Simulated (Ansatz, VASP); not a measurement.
## Two plane-wave programs on CaF

The input INCAR:

```
SYSTEM = CaF
PREC = Accurate
ENCUT = 520
EDIFF = 1E-7
ISMEAR = 0
SIGMA = 0.1
LREAL = .False.
LASPH = .True.
NELM = 80
ALGO = Normal
ISIF = 2
LWAVE = .False.
LCHARG = .False.
GGA = PE
NBANDS = 44
```

KPOINTS

```
regular mesh
0
Gamma
  6 6 2
  0 0 0
```

File POSCAR:

```
CaF
1.0
    3.9895024600     -0.0000000001      0.0000000000
   -1.9947512300      3.4550104789      0.0000000000
    0.0000000000      0.0000000000     12.7306574416
Ca F
4 4
Direct
    0.3333333333      0.6666666667      0.4997976481
    0.3333333333      0.6666666667      0.9997976481
    0.6666666667      0.3333333333      0.2497976481
    0.6666666667      0.3333333333      0.7497976481
    0.3333333333      0.6666666667      0.1912523519
    0.3333333333      0.6666666667      0.6912523519
    0.6666666667      0.3333333333      0.4412523519
    0.6666666667      0.3333333333      0.9412523519
```

Input for Ansatz:

```yaml
crystal:
  lattice:
    - [3.98950246, -1.0e-10, 0.0]
    - [-1.99475123, 3.4550104789, 0.0]
    - [0.0, 0.0, 12.7306574416]
  atoms:
    - { symbol: Ca, position: [0.3333333333, 0.6666666667, 0.4997976481] }
    - { symbol: Ca, position: [0.3333333333, 0.6666666667, 0.9997976481] }
    - { symbol: Ca, position: [0.6666666667, 0.3333333333, 0.2497976481] }
    - { symbol: Ca, position: [0.6666666667, 0.3333333333, 0.7497976481] }
    - { symbol: F, position: [0.3333333333, 0.6666666667, 0.1912523519] }
    - { symbol: F, position: [0.3333333333, 0.6666666667, 0.6912523519] }
    - { symbol: F, position: [0.6666666667, 0.3333333333, 0.4412523519] }
    - { symbol: F, position: [0.6666666667, 0.3333333333, 0.9412523519] }
basis:
  ecutwfc: 420
kpoints:
  mp_grid: { grid: [6, 6, 2] }
hamiltonian:
  xc: pbe
scf:
  occupations: { method: gaussian, width: 0.1 }
output:
  forces: true
  stress: true
  eigenvalues: true
```

Alike in both runs: task single point; functional PBE; k mesh 6 × 6 × 2; occupations gaussian, width 0.1 eV; no spin polarisation.

|  | VASP | Ansatz |
| --- | --- | --- |
| version | VASP 6.6.1 | Ansatz 0.2.0 |
| potentials or method | VASP PAW PBE potentials, release 64 (Ca_sv, F), cutoff 520 eV | scalar-relativistic, plane waves, PAW |
| valence electrons in the cell | 68 | 68 |

Ansatz gave:

| Item | Value |
| --- | --- |
| gap on the k mesh at the Fermi level (eV) | none |
| pressure (GPa) | 0.0 |
| rms of the force components (eV/Å) | 0.009 |

Problem. Which values does VASP return?

Solution. gap on the k mesh at the Fermi level (eV): none; pressure (GPa): 0.1; rms of the force components (eV/Å): 0.009.

Atom by atom the forces differ by 0.000 eV/Å (rms over components). A gap of «none» marks a metal or a gap that the smearing closes.
